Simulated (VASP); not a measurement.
The system is NbP.

```xyz
4
Lattice="3.7345 0.0000 0.0000 0.0000 3.7345 0.0000 0.0000 0.0000 4.7189" Properties=species:S:1:pos:R:3 pbc="T T T"
Nb    0.0000    1.8673    1.1094
Nb    1.8673    0.0000    3.6095
P     0.0000    0.0000    0.0000
P     1.8673    1.8673    0.0000
```

* Program: VASP 6.6.1
* Task: relaxation of cell and atoms
* Functional: PBE
* Potentials or basis: VASP PAW PBE potentials, release 64 (Nb_sv, P)
* Cutoff: 600 eV
* k mesh: 6 × 6 × 4
* Occupations: gaussian, width 0.1 eV
* Spin: no spin polarisation

At the start: pressure 64.3 GPa; volume 16.45 Å³/atom.

Q: Where does the relaxation end?

A: Over 26 steps the energy falls by 1890.0 meV/atom and the volume is 16.41 Å³/atom (-0.2 %); space group P4/nmm (No. 129, to 0.05 Å).

Step by step:
```
step  energy change (eV)  largest force (eV/Å)  pressure (GPa)  volume (Å³)
   1              0.0000               11.1571           64.28        65.81
   2              4.4511                1.9039          -19.57       150.62
   3             -4.7691                0.2409          -12.27        89.61
   4             -5.0123                0.6548           -7.28        85.58
   5             -5.0635                1.4609           -2.57        82.62
   6             -5.0641                1.3550           -3.19        82.98
   7             -5.3464                1.6872           -3.23        79.73
   8             -6.4474                1.7130           -2.17        70.39
   9             -4.7805                4.2893           41.71        53.58
  10             -6.8512                0.8864            0.85        66.32
  11             -6.9318                0.5266            6.41        62.27
  12             -6.9555                0.0092            4.09        63.68
  13             -7.0199                1.5347            2.96        63.31
  14             -7.0312                1.1447            2.90        63.42
  15             -7.1442                1.1277            0.69        64.55
  16             -7.3595                1.1336           -5.66        67.91
  17             -7.0312                0.0560          -15.03        74.49
  18             -7.4080                0.7966           -7.58        69.15
  19             -7.4791                0.4771           -6.35        68.56
  20             -7.5294                0.0722           -4.40        67.73
  21             -7.5324                0.2307           -3.77        67.48
  22             -7.5503                0.2027           -2.10        66.69
  23             -7.5582                0.1563           -0.04        65.78
  24             -7.5582                0.1531            0.07        65.73
  25             -7.5594                0.0768            0.01        65.70
  26             -7.5600                0.0254           -0.08        65.66
```

Final structure:
```xyz
4
Lattice="3.4030 0.0000 0.0000 0.0000 3.4030 0.0000 0.0000 0.0000 5.6698" Properties=species:S:1:pos:R:3 pbc="T T T"
Nb    0.0000    1.7015    1.8962
Nb    1.7015    0.0000    3.7735
P     0.0000    0.0000    0.0000
P     1.7015    1.7015    0.0000
```
